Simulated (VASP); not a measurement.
Set up this calculation in VASP 6.6.1, as the native input.

```
Task                   : single point
Functional             : PBEsol
Potentials or basis    : VASP PAW PBE potentials, release 64 (Si, C)
Cutoff                 : 520 eV
k mesh                 : 12 × 12 × 12
Occupations            : gaussian, width 0.02 eV
Spin                   : no spin polarisation
Dipole correction      : no
Further INCAR settings : ALGO = Normal; EDIFF = 1e-07; NBANDS = 11
```

The structure of SiC lies in POSCAR:

```
SiC
1.0
    0.0000000000      2.1783275166      2.1783275166
    2.1783275166      0.0000000000      2.1783275166
    2.1783275166      2.1783275166      0.0000000000
Si C
1 1
Direct
    0.0000000000      0.0000000000      0.0000000000
    0.7500000000      0.7500000000      0.7500000000
```

One way to write it, as run:

INCAR

```
SYSTEM = SiC
PREC = Accurate
ENCUT = 520
EDIFF = 1E-7
ISMEAR = 0
SIGMA = 0.02
LREAL = .FALSE.
LASPH = .TRUE.
NELM = 60
ALGO = Normal
ISIF = 2
LWAVE = .FALSE.
LCHARG = .FALSE.
GGA = PS
NBANDS = 11
```

KPOINTS

```
Automatic mesh
0
G
  12 12 12
  0 0 0
```

Potentials or basis: VASP PAW PBE potentials, release 64 (Si, C).

Run with:

```bash
$ cat potpaw_PBE.64/Si/POTCAR potpaw_PBE.64/C/POTCAR > POTCAR
$ mpirun -np 1 vasp_std > vasp.out
```

It gave:

- Pressure: 0.4 GPa
- Band gap on the k mesh: 1.23 eV, indirect (least direct gap 4.44 eV)

Caveat: the PAW data sets were made with another functional, which shifts forces and pressure a little.

It took 12 s on 1 thread of Intel(R) Xeon(R) Platinum 8259CL CPU @ 2.50GHz (Skylake/Cascade Lake), with other jobs on the host, peak memory 0.14 GiB.
